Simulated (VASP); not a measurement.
# MgBe2SO2 (P4/mmm) in VASP: notebook

Runs on MgBe2SO2. Level: PBE. Tasks: single point, relaxation of cell and atoms.

Everything below comes from runs of VASP 6.6.1. Logs are shortened: lines on timing, memory, paths and dates and some standing lists are left out, and cuts for length are marked.

**1. The cell of the first run**

It takes space group P4/mmm (No. 123, tetragonal). The conventional cell has a = 3.838 Å, b = 3.838 Å, c = 5.160 Å, α = 90.00°, β = 90.00°, γ = 90.00°. Mg (site symmetry 4/mmm) has 2 S at 2.58 Å and 8 Be at 3.00 Å and 8 O at 3.22 Å within 3.4 Å. Within 3.1 Å of Be (site symmetry 4mm) lie 4 O at 2.32 Å and 2 Be at 2.54 to 2.62 Å and 4 Mg at 3.00 Å and 4 S at 3.01 Å. S (site symmetry 4/mmm) has 4 O at 1.92 Å and 2 Mg at 2.58 Å within 2.6 Å. Within 2.5 Å of O (site symmetry mmm) lie 2 S at 1.92 Å and 4 Be at 2.32 Å.

The cell was generated, and may not be a known phase.

**2. Single point, PBE**

INCAR

```
  ALGO = Normal
  EDIFF = 1E-6
  ENCUT = 520
  GGA = PE
  ISIF = 2
  ISMEAR = 0
  LASPH = T
  LCHARG = F
  LREAL = F
  LWAVE = F
  NBANDS = 21
  NELM = 100
  PREC = Accurate
  SIGMA = 0.1
```

KPOINTS

```
k-points
0
Gamma
  4 4 4
```

POSCAR

```
MgBe2SO2
1.0
    3.8379527200      0.0000000000      0.0000000000
    0.0000000000      3.8379527200      0.0000000000
    0.0000000000      0.0000000000      5.1603856200
Mg Be S O
1 2 1 2
Direct
    0.0000000000      0.0000000000      0.5000000000
    0.5000000000      0.5000000000      0.2536999900
    0.5000000000      0.5000000000      0.7463000100
    0.0000000000      0.0000000000      0.0000000000
    0.0000000000      0.5000000000      0.0000000000
    0.5000000000      0.0000000000      0.0000000000
```

Potentials or basis: VASP PAW PBE potentials, release 64 (Mg, Be, S, O).

Launch:

```sh
cat potpaw_PBE.64/Mg/POTCAR potpaw_PBE.64/Be/POTCAR potpaw_PBE.64/S/POTCAR potpaw_PBE.64/O/POTCAR > POTCAR
mpirun -np 1 vasp_std > vasp.out
```

OUTCAR:

```text
EDIFF = 1E-6
   ENCUT = 520
   GGA = PE
   ISIF = 2
   ISMEAR = 0
   LASPH = T
   LREAL = F
   NELM = 100
   PREC = Accurate

 ion  position               nearest neighbor table
   1  0.000  0.000  0.500-   4 2.58   4 2.58   2 3.00   3 3.00   2 3.00   3 3.00   2 3.00   3 3.00
                             2 3.00   3 3.00
   2  0.500  0.500  0.254-   1 3.00   1 3.00   1 3.00   1 3.00
   3  0.500  0.500  0.746-   1 3.00   1 3.00   1 3.00   1 3.00
   4  0.000  0.000  0.000-   5 1.92   6 1.92   5 1.92   6 1.92   1 2.58   1 2.58
   5  0.000  0.500  0.000-   4 1.92   4 1.92
   6  0.500  0.000  0.000-   4 1.92   4 1.92

  LATTYP: Found a simple tetragonal cell.
 ALAT       =     3.8379527200
 C/A-ratio  =     1.3445672723

  Lattice vectors:

 A1 = (   3.8379527200,   0.0000000000,   0.0000000000)
 A2 = (   0.0000000000,   3.8379527200,   0.0000000000)
 A3 = (   0.0000000000,   0.0000000000,   5.1603856200)

Analysis of symmetry for initial positions (statically):
=====================================================================
 Subroutine PRICEL returns:
 Original cell was already a primitive cell.

 Routine SETGRP: Setting up the symmetry group for a
 simple tetragonal supercell.

 Subroutine GETGRP returns: Found 16 space group operations
 (whereof 16 operations were pure point group operations)
 out of a pool of 16 trial point group operations.

The static configuration has the point symmetry D_4h.

Analysis of symmetry for dynamics (positions and initial velocities):
=====================================================================
 Subroutine PRICEL returns:
 Original cell was already a primitive cell.

 Routine SETGRP: Setting up the symmetry group for a
 simple tetragonal supercell.

 Subroutine GETGRP returns: Found 16 space group operations
 (whereof 16 operations were pure point group operations)
 out of a pool of 16 trial point group operations.

The dynamic configuration has the point symmetry D_4h.

 Subroutine INISYM returns: Found 16 space group operations
 (whereof 16 operations are pure point group operations),
 and found     1 'primitive' translations

----------------------------------------------------------------------------------------

                                     Primitive cell

  volume of cell :      76.0119

  direct lattice vectors                    reciprocal lattice vectors
     3.837952720  0.000000000  0.000000000     0.260555581  0.000000000  0.000000000
     0.000000000  3.837952720  0.000000000     0.000000000  0.260555581  0.000000000
     0.000000000  0.000000000  5.160385620     0.000000000  0.000000000  0.193783968

  length of vectors
     3.837952720  3.837952720  5.160385620     0.260555581  0.260555581  0.193783968

  position of ions in fractional coordinates (direct lattice)
     0.000000000  0.000000000  0.500000000
     0.500000000  0.500000000  0.253699990
     0.500000000  0.500000000  0.746300010
     0.000000000  0.000000000  0.000000000
     0.000000000  0.500000000  0.000000000
     0.500000000  0.000000000  0.000000000

  ion indices of the primitive-cell ions
   primitive index   ion index
                 1           1
                 2           2
                 3           3
                 4           4
                 5           5
                 6           6

----------------------------------------------------------------------------------------

 KPOINTS: k-points

Automatic generation of k-mesh.
 Grid dimensions read from file:
 generate k-points for:    4    4    4

 Generating k-lattice:

  Cartesian coordinates                     Fractional coordinates (reciprocal lattice)
     0.065138895  0.000000000  0.000000000     0.250000000  0.000000000  0.000000000
     0.000000000  0.065138895  0.000000000     0.000000000  0.250000000  0.000000000
     0.000000000  0.000000000  0.048445992     0.000000000  0.000000000  0.250000000

  Length of vectors
     0.065138895  0.065138895  0.048445992

  Shift w.r.t. Gamma in fractional coordinates (k-lattice)
     0.000000000  0.000000000  0.000000000

 Subroutine IBZKPT returns following result:
 ===========================================

 Found     18 irreducible k-points:

 Following reciprocal coordinates:
            Coordinates               Weight
  0.000000  0.000000  0.000000      1.000000
  0.250000  0.000000  0.000000      4.000000
  0.500000  0.000000  0.000000      2.000000
  0.250000  0.250000  0.000000      4.000000
  0.500000  0.250000  0.000000      4.000000
  0.500000  0.500000  0.000000      1.000000
[... 10 lines left out ...]
  0.500000  0.250000  0.500000      4.000000
  0.500000  0.500000  0.500000      1.000000
   k-points           NKPTS =     18   k-points in BZ     NKDIM =     18   number of bands    NBANDS=     21
   number of dos      NEDOS =    301   number of ions     NIONS =      6
   total plane-waves  NPLWV =  36000
   dimension x,y,z NGX =    30 NGY =   30 NGZ =   40
   dimension x,y,z NGXF=    60 NGYF=   60 NGZF=   80
   ions per type =               1   2   1   2
   NGX,Y,Z   is equivalent  to a cutoff of  12.99, 12.99, 12.89 a.u.
   NGXF,Y,Z  is equivalent  to a cutoff of  25.99, 25.99, 25.77 a.u.
 SYSTEM =  unknown system
   PREC   = accura    normal or accurate (medium, high low for compatibility)
   ISTART =      0    job   : 0-new  1-cont  2-samecut
   ICHARG =      2    charge: 1-file 2-atom 10-const
   ISPIN  =      1    spin polarized calculation?
   LNONCOLLINEAR =      F non collinear calculations
   LSORBIT =      F    spin-orbit coupling
   LASPH  =      T    aspherical Exc in radial PAW
   ENCUT  =  520.0 eV  38.22 Ry    6.18 a.u.   7.14  7.14  9.59*2*pi/ulx,y,z
   NELM   =    100;   NELMIN=  2; NELMDL= -5     # of ELM steps
   EDIFF  = 0.1E-05   stopping-criterion for ELM
   LREAL  =      F    real-space projection
   EDIFFG = 0.1E-04   stopping-criterion for IOM
   NSW    =      0    number of steps for IOM
   IBRION =     -1    ionic relax: 0-MD 1-quasi-New 2-CG
   NFREE  =      0    steps in history (QN), initial steepest desc. (CG)
   ISIF   =      2    stress and relaxation
   ISYM   =      2    0-nonsym 1-usesym 2-fastsym
   POTIM  = 0.5000    time-step for ionic-motion
   TEBEG  =    0.0;   TEEND  =   0.0 temperature during run
   PSTRESS=    0.0 pullay stress
   NELECT =      24.0000    total number of electrons
   NUPDOWN=      -1.0000    fix difference up-down
   EMIN   =  10.00;   EMAX   =-10.00  energy-range for DOS
   EFERMI =   0.00;   METHOD = LEGACY
   ISMEAR =     0;   SIGMA  =   0.10  broadening in eV -4-tet -1-fermi 0-gaus
   EFERMI_NEDOS =   21; number of points for ismear=-14 and -15
   IALGO  =     38    algorithm
   IMIX   =      4    mixing-type and parameters
     AMIX     =   0.40;   BMIX     =  1.00
     AMIX_MAG =   1.60;   BMIX_MAG =  1.00
  volume/ion in A,a.u.               =      12.67        85.49
  Fermi-wavevector in a.u.,A,eV,Ry     =   1.114769  2.106607 16.908087  1.242709
  Thomas-Fermi vector in A             =   2.251367
   LORBIT       =      0    0 simple, 1 ext, 2 COOP (PROOUT), +10 PAW based schemes
   GGA     = PE    functional components
   LHFCALC =     F    Hartree Fock is set to
   AEXX    =    0.0000 exact exchange contribution
   IVDW    =     0    specifies the selected vdW correction
   LEPSILON=     F    determine dielectric tensor
   LRPA    =     F    only Hartree local field effects (RPA)
 non-spin polarized calculation
 Gauss-broadening in eV      SIGMA  =   0.10
  energy-cutoff  :      520.00
  volume of cell :       76.01
 maximum number of plane-waves:      2068
 NGX is ok and might be reduce to    30
   NGX = 15   NGY = 15   NGZ = 19

 number of electron      24.0000010 magnetization

 Free energy of the ion-electron system (eV)
  ---------------------------------------------------
  ext. energy  EPLUGINS =         0.00000000
  ---------------------------------------------------
  free energy    TOTEN  =       -21.80241652 eV

  energy without entropy =      -21.78084202  energy(sigma->0) =      -21.79162927

 E-fermi :   5.4568     XC(G=0):  -9.8913

 val. band max:        5.4243906371   @ k =   0.5000   0.2500   0.5000
 cond. band min:       5.4887343187   @ k =   0.5000   0.2500   0.5000
 fundamental gap:      0.0643436816
 Fermi energy:         5.4567952214

 k-point     1 :       0.0000    0.0000    0.0000
  band No.  band energies     occupation
      1     -16.5903      2.00000
      2     -13.8284      2.00000
      3      -5.3157      2.00000
      4      -4.5690      2.00000
      5      -4.5690      2.00000
      6      -2.7199      2.00000
[... 13 lines left out ...]
     20      11.7709      0.00000
     21      11.7709      0.00000

 k-point     2 :       0.2500    0.0000    0.0000
  band No.  band energies     occupation
      1     -16.2377      2.00000
      2     -14.2101      2.00000
      3      -7.2905      2.00000
      4      -4.3492      2.00000
      5      -2.3165      2.00000
      6      -1.8778      2.00000
[... 13 lines left out ...]
     20      11.0354      0.00000
     21      13.1768      0.00000

 k-point     3 :       0.5000    0.0000    0.0000
  band No.  band energies     occupation
      1     -15.5510      2.00000
      2     -14.9462      2.00000
      3      -8.0436      2.00000
      4      -4.0843      2.00000
      5      -1.6109      2.00000
      6      -1.2743      2.00000
[... 13 lines left out ...]
     20      11.8819      0.00000
     21      12.1030      0.00000
[... 313 lines left out ...]
 k-point    17 :       0.5000    0.2500    0.5000
  band No.  band energies     occupation
      1     -15.2447      2.00000
      2     -14.8989      2.00000
      3      -9.6253      2.00000
      4      -2.4423      2.00000
      5      -1.8331      2.00000
      6      -1.6278      2.00000
[... 13 lines left out ...]
     20      10.8685      0.00000
     21      11.1039      0.00000

 k-point    18 :       0.5000    0.5000    0.5000
  band No.  band energies     occupation
      1     -14.8538      2.00000
      2     -14.8538      2.00000
      3     -10.8042      2.00000
      4      -3.1121      2.00000
      5      -0.3828      2.00000
      6      -0.3828      2.00000
[... 13 lines left out ...]
     20      10.4130      0.00000
     21      11.4099      0.00000

------------------------ aborting loop because EDIFF is reached ----------------------------------------

  FORCE on cell =-STRESS in cart. coord.  units (eV):
  Direction    XX          YY          ZZ          XY          YZ          ZX
  --------------------------------------------------------------------------------------
  -------------------------------------------------------------------------------------
  Total        3.1186810      3.1186810     -5.4098819      0.0000000     -0.0000000      0.0000000
  in kB       65.7355251     65.7355251   -114.0294349      0.0000000     -0.0000000      0.0000000
  external PRESSURE =       5.8138718 kB  Pullay stress =       0.0000000 kB

 VOLUME and BASIS-vectors are now :
 -----------------------------------------------------------------------------
  energy-cutoff  :      520.00
  volume of cell :       76.01
      direct lattice vectors                 reciprocal lattice vectors
     3.837952720  0.000000000  0.000000000     0.260555581  0.000000000  0.000000000
     0.000000000  3.837952720  0.000000000     0.000000000  0.260555581  0.000000000
     0.000000000  0.000000000  5.160385620     0.000000000  0.000000000  0.193783968

 POSITION                                       TOTAL-FORCE (eV/Angst)
 -----------------------------------------------------------------------------------
      0.00000      0.00000      2.58019         0.000000     -0.000000      0.000000
      1.91898      1.91898      1.30919        -0.000000     -0.000000      0.118612
      1.91898      1.91898      3.85120         0.000000      0.000000     -0.118612
      0.00000      0.00000      0.00000         0.000000     -0.000000      0.000000
      0.00000      1.91898      0.00000         0.000000     -0.000000      0.000000
      1.91898      0.00000      0.00000         0.000000     -0.000000      0.000000
 -----------------------------------------------------------------------------------
    total drift:                                0.000000     -0.000000      0.000000

  FREE ENERGIE OF THE ION-ELECTRON SYSTEM (eV)
  ---------------------------------------------------
  free  energy   TOTEN  =       -21.8024165246 eV

  energy  without entropy=      -21.7808420217  energy(sigma->0) =      -21.79162927
```

Wall time 23 s (1 thread of AMD EPYC 7R13 (Zen 3), shared host); peak memory 0.16 GiB.

Results:

```yaml
Free_energy: -21.8024 eV
Pressure: 0.6 GPa
Largest_force: 0.119 eV/Å
Band_gap_on_the_k_mesh: zero (bands 12 and 13 overlap by 1.66 eV)
```

Forces in eV/Å, atoms in the order of the input:
```
Mg   0.000  0.000  0.000
Be   0.000  0.000  0.119
Be   0.000  0.000 -0.119
S    0.000  0.000  0.000
O    0.000  0.000  0.000
O    0.000  0.000  0.000
```

Caveat: the k points lie up to 0.41 Å⁻¹ apart, too coarse for converged energies and pressures of a metal.

**3. Single point, PBE**

This run uses another cell than the first one, of 12.56 Å³/atom.

INCAR

```
  PREC = Accurate
  ENCUT = 520
  EDIFF = 1E-6
  ISMEAR = 0
  SIGMA = 0.1
  LREAL = F
  LASPH = T
  NELM = 80
  ALGO = Normal
  ISIF = 2
  LWAVE = F
  LCHARG = F
  GGA = PE
  NBANDS = 21
```

KPOINTS

```
regular mesh
0
Gamma
  10 10 8
```

POSCAR

```
MgBe2SO2
1.0
    3.9703854516      0.0000000000      0.0000000000
    0.0000000000      3.9703854516      0.0000000000
    0.0000000000      0.0000000000      4.7817457510
Mg Be S O
1 2 1 2
Direct
    0.0000000000      0.0000000000      0.5000000000
    0.5000000000      0.5000000000      0.2612606455
    0.5000000000      0.5000000000      0.7387393545
    0.0000000000      0.0000000000      0.0000000000
    0.0000000000      0.5000000000      0.0000000000
    0.5000000000      0.0000000000      0.0000000000
```

Potentials or basis: VASP PAW PBE potentials, release 64 (Mg, Be, S, O).

Launch:

```sh
cat potpaw_PBE.64/Mg/POTCAR potpaw_PBE.64/Be/POTCAR potpaw_PBE.64/S/POTCAR potpaw_PBE.64/O/POTCAR > POTCAR
mpirun -np 1 vasp_std > vasp.out
```

Wall time 98 s (1 thread of AMD EPYC 7R13 (Zen 3), shared host); peak memory 0.26 GiB.

The run converged. Its results:

* Free energy: -22.1943 eV
* Pressure: -0.2 GPa
* Largest force: 0.013 eV/Å
* Band gap on the k mesh: zero (bands 12 and 13 overlap by 2.75 eV)

Forces in eV/Å, atoms in the order of the input:
```
Mg   0.000  0.000  0.000
Be   0.000  0.000 -0.013
Be   0.000  0.000  0.013
S    0.000  0.000  0.000
O    0.000  0.000  0.000
O    0.000  0.000  0.000
```

Levels at points of the mesh, in eV from the Fermi level:
```csv
k point,band 8,band 9,band 10,band 11,band 12,band 13,band 14,band 15,band 16,band 17
"(0.00, 0.00, 0.00)",-4.64,-4.64,-4.06,-1.65,-0.14,2.31,2.31,3.59,3.60,3.60
"(0.50, 0.00, 0.00)",-5.30,-3.57,-3.36,-2.44,-2.14,-0.43,2.36,3.07,3.27,4.04
"(0.50, 0.50, 0.00)",-5.06,-3.33,-2.47,-2.11,-2.11,-1.89,0.11,0.11,1.63,2.46
"(0.00, 0.00, 0.50)",-4.59,-4.20,-3.06,-1.93,-1.23,0.81,0.81,3.82,4.70,4.70
"(0.50, 0.00, 0.50)",-5.54,-3.19,-2.71,-2.48,-0.46,0.46,1.63,2.07,2.87,4.29
"(0.50, 0.50, 0.50)",-5.10,-3.32,-3.18,-1.63,-1.39,-1.39,0.74,0.74,3.48,3.90
```

**4. Relaxation of cell and atoms, PBE**

INCAR

```
PREC = Accurate
ENCUT = 600
EDIFF = 1E-7
ISMEAR = 0
SIGMA = 0.1
LREAL = F
LASPH = T
NELM = 80
ALGO = Normal
ISIF = 3
LWAVE = F
LCHARG = F
GGA = PE
IBRION = 2
NSW = 100
EDIFFG = -0.01
```

KPOINTS is that of step 3.

POSCAR

```
MgBe2SO2
1.0
    3.8379527200      0.0000000000      0.0000000000
    0.0000000000      3.8379527200      0.0000000000
    0.0000000000      0.0000000000      5.1603856200
Mg Be S O
1 2 1 2
Direct
    0.0000000000      0.0000000000      0.5000000000
    0.5000000000      0.5000000000      0.2536999900
    0.5000000000      0.5000000000      0.7463000100
    0.0000000000      0.0000000000      0.0000000000
    0.0000000000      0.5000000000      0.0000000000
    0.5000000000      0.0000000000      0.0000000000
```

Launch:

```sh
cat potpaw_PBE.64/Mg/POTCAR potpaw_PBE.64/Be/POTCAR potpaw_PBE.64/S/POTCAR potpaw_PBE.64/O/POTCAR > POTCAR
mpirun -np 1 vasp_std > vasp.out
```

Wall time 11 min (1 thread of AMD EPYC 7R13 (Zen 3), shared host); peak memory 0.31 GiB.

It converged, with:

- Free energy: -22.1997 eV
- Relaxed volume: 12.53 Å³/atom
- Relaxed cell: a = 3.966 Å, b = 3.966 Å, c = 4.781 Å, α = 90.00°, β = 90.00°, γ = 90.00°
- Space group after relaxing (to 0.1 Å): P4/mmm (No. 123)
- Energy gained by relaxing: 43.0 meV/atom
- Ionic steps: 11
- Pressure after relaxing: -0.1 GPa
- Band gap on the k mesh: zero (bands 12 and 13 overlap by 2.75 eV)

Step by step:
```csv
step,energy change (eV),largest force (eV/Å),pressure (GPa),volume (Å³)
1,0.0000,0.5078,-0.96,76.01
2,-0.1658,0.3494,-0.26,75.13
3,-0.2521,0.0475,1.03,74.07
4,-0.2528,0.0098,1.27,73.93
5,-0.2529,0.0089,1.19,73.98
6,-0.2569,0.0536,-0.26,75.17
7,-0.2570,0.0450,-0.04,75.00
8,-0.2574,0.0408,-0.02,75.02
9,-0.2580,0.0325,0.04,75.06
10,-0.2580,0.0293,0.07,75.07
11,-0.2582,0.0007,-0.05,75.21
```

Final structure:
```
CELL_PARAMETERS angstrom
3.96639 0.00000 0.00000
0.00000 3.96639 0.00000
0.00000 0.00000 4.78050
ATOMIC_POSITIONS crystal
Mg 0.00000 0.00000 0.50000
Be 0.50000 0.50000 0.26114
Be 0.50000 0.50000 0.73886
S 0.00000 0.00000 0.00000
O 0.00000 0.50000 0.00000
O 0.50000 0.00000 0.00000
```

Levels at points of the mesh, in eV from the Fermi level:
| k point | band 10 | band 11 | band 12 | band 13 | band 14 | band 15 |
| --- | --- | --- | --- | --- | --- | --- |
| (0.00, 0.00, 0.00) | -4.08 | -1.65 | -0.14 | 2.32 | 2.32 | 3.59 |
| (0.50, 0.00, 0.00) | -3.37 | -2.45 | -2.14 | -0.42 | 2.37 | 3.08 |
| (0.50, 0.50, 0.00) | -2.47 | -2.11 | -2.11 | -1.89 | 0.11 | 0.11 |
| (0.00, 0.00, 0.50) | -3.07 | -1.93 | -1.23 | 0.81 | 0.81 | 3.81 |
| (0.50, 0.00, 0.50) | -2.72 | -2.49 | -0.46 | 0.46 | 1.64 | 2.07 |
| (0.50, 0.50, 0.50) | -3.18 | -1.63 | -1.38 | -1.38 | 0.74 | 0.74 |

**5. Summary**

| task | cell | k mesh | cutoff (eV) | gap on the mesh (eV) | pressure (GPa) | largest force (eV/Å) |
| --- | --- | --- | --- | --- | --- | --- |
| single point | a = 3.838, b = 3.838, c = 5.160 Å, 6 atoms, atomic positions A | 4 × 4 × 4 | 520 | none | 0.6 | 0.12 |
| single point | a = 3.970, b = 3.970, c = 4.782 Å, 6 atoms, atomic positions B | 10 × 10 × 8 | 520 | none | -0.2 | 0.01 |
| relaxation of cell and atoms | relaxed from a = 3.838, b = 3.838, c = 5.160 Å, 6 atoms, atomic positions A | 10 × 10 × 8 | 600 | none | -0.1 | - |

Alike in all rows: level PBE; potentials or basis VASP PAW PBE potentials, release 64 (Mg, Be, S, O); no spin polarisation; smearing gaussian 0.1 eV.

Caveats: some runs use coarse meshes.

Absolute energies hang on the potentials; compare differences alone.

The gap in the log of VASP goes by the Fermi energy; the results here count the filled bands.